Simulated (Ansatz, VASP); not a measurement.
# One calculation of HfO2, two programs

INCAR

```
SYSTEM = HfO2
ALGO     = Normal         ! electronic algorithm
EDIFF    = 1E-7           ! SCF threshold, eV
EDIFFG   = -0.04          ! ionic threshold
ENCUT    = 600            ! plane-wave cutoff, eV
GGA      = PE             ! functional
IBRION   = 2              ! ionic algorithm
ISIF     = 3              ! what is computed and relaxed
ISMEAR   = 0              ! smearing method
LASPH    = .TRUE.         ! aspherical terms in the spheres
LCHARG   = .FALSE.        ! write CHGCAR
LREAL    = .FALSE.        ! projectors in reciprocal space
LWAVE    = .FALSE.        ! write WAVECAR
NELM     = 100            ! most SCF steps
NSW      = 90             ! ionic steps
PREC     = Accurate       ! precision mode
SIGMA    = 0.1            ! smearing width, eV
```

File KPOINTS:

```
k-points
0
G
  6 6 6
  0 0 0
```

The input POSCAR:

```
HfO2
1.0
    5.5231138236      0.0000000000      0.0000000000
   -2.7615569118      4.7831568792      0.0000000000
    0.0000000000      0.0000000000      2.8528988424
Hf O
2 4
Direct
    0.3333333333      0.6666666667      0.5000000000
    0.6666666667      0.3333333333      0.5000000000
    0.5000000000      0.0000000000      0.0000000000
    0.0000000000      0.5000000000      0.0000000000
    0.5000000000      0.5000000000      0.0000000000
    0.0000000000      0.0000000000      0.0000000000
```

Input for Ansatz:

```yaml
crystal:
  lattice:
    - [5.5231138236, 0.0, 0.0]
    - [-2.7615569118, 4.7831568792, 0.0]
    - [0.0, 0.0, 2.8528988424]
  atoms:
    - { symbol: Hf, position: [0.3333333333, 0.6666666667, 0.5] }
    - { symbol: Hf, position: [0.6666666667, 0.3333333333, 0.5] }
    - { symbol: O, position: [0.5, 0.0, 0.0] }
    - { symbol: O, position: [0.0, 0.5, 0.0] }
    - { symbol: O, position: [0.5, 0.5, 0.0] }
    - { symbol: O, position: [0.0, 0.0, 0.0] }
basis:
  ecutwfc: 420
kpoints:
  mp_grid: { grid: [6, 6, 6] }
hamiltonian:
  xc: pbe
scf:
  occupations: { method: gaussian, width: 0.1 }
  lower_state_search: "off"
output:
  forces: true
  stress: true
  eigenvalues: true
relax:
  adjacent_minimum: "off"
  f_tol: 0.04
  max_steps: 70
  cell: { stress_tol: 0.4 }
```

Alike in both runs: task relaxation of cell and atoms; functional PBE; k mesh 6 × 6 × 6; occupations gaussian, width 0.1 eV; no spin polarisation.

```csv
,VASP,Ansatz
version,VASP 6.6.1,Ansatz 0.2.0
potentials or method,"VASP PAW PBE potentials, release 64 (Hf_pv, O), cutoff 600 eV","scalar-relativistic, plane waves, PAW"
valence electrons in the cell,44,76
```

VASP gave:

```
gap on the k mesh at the Fermi level, each at its own relaxed structure (eV) : none
relaxed volume (Å³/atom)                                                     : 12.39
relaxed length of the cell vector where the two differ most in proportion (Å)              : 5.490
```

Q: Estimate Ansatz's values.

A: gap on the k mesh at the Fermi level, each at its own relaxed structure (eV): none; relaxed volume (Å³/atom): 12.57; relaxed length of the cell vector where the two differ most in proportion (Å): 5.516.

A gap of «none» marks a metal or a gap that the smearing closes. VASP's potentials hold 44 valence electrons a cell and Ansatz's 76, so a difference there can come from the potentials and not from the codes.

The k mesh is coarse, so the values compare programs but aren't converged. Neither program's run includes spin-orbit coupling.
